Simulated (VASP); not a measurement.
Ge: single point with LDA

The system is Ge.

```
CELL_PARAMETERS angstrom
0.00000 2.82877 2.77219
2.82877 0.00000 2.77219
2.82877 2.82877 0.00000
ATOMIC_POSITIONS crystal
Ge 0.50000 0.50000 0.50000
Ge 0.75000 0.75000 0.75000
```

This cell differs from its parent crystal: zz strain of -2 %.

* Program: VASP 6.6.1
* Task: single point
* Functional: LDA
* Potentials or basis: VASP PAW LDA potentials, release 64 (Ge_d)
* Cutoff: 520 eV
* k mesh: 10 × 10 × 10
* Occupations: fermi-dirac, width 0.05 eV
* Spin: no spin polarisation
* Dipole correction: no
* Further INCAR settings: ALGO = Normal; EDIFF = 1e-06; NBANDS = 21

| Item | Value |
| --- | --- |
| Pressure | 0.3 GPa |

Stress tensor (GPa, compression positive):
```
-0.17  0.00  0.00
 0.00 -0.17  0.00
 0.00  0.00  1.28
```

Levels at points of the mesh, in eV from the Fermi level:
```csv
k point,band 12,band 13,band 14,band 15,band 16,band 17
"(0.00, 0.00, 0.00)",-0.08,-0.08,0.01,0.07,2.44,2.54
"(0.50, 0.00, 0.00)",-7.76,-1.56,-1.38,0.09,3.63,3.77
"(0.50, 0.50, 0.00)",-8.97,-3.27,-3.27,0.50,0.50,9.56
"(0.50, 0.00, 0.50)",-9.07,-3.13,-3.13,0.66,0.66,9.51
```

Wall time 34 s on 1 thread of Intel(R) Xeon(R) 6975P-C (Granite Rapids), with other jobs on the host, peak memory 0.19 GiB.

Caveat: the cell differs from its parent crystal (zz strain of -2 %).
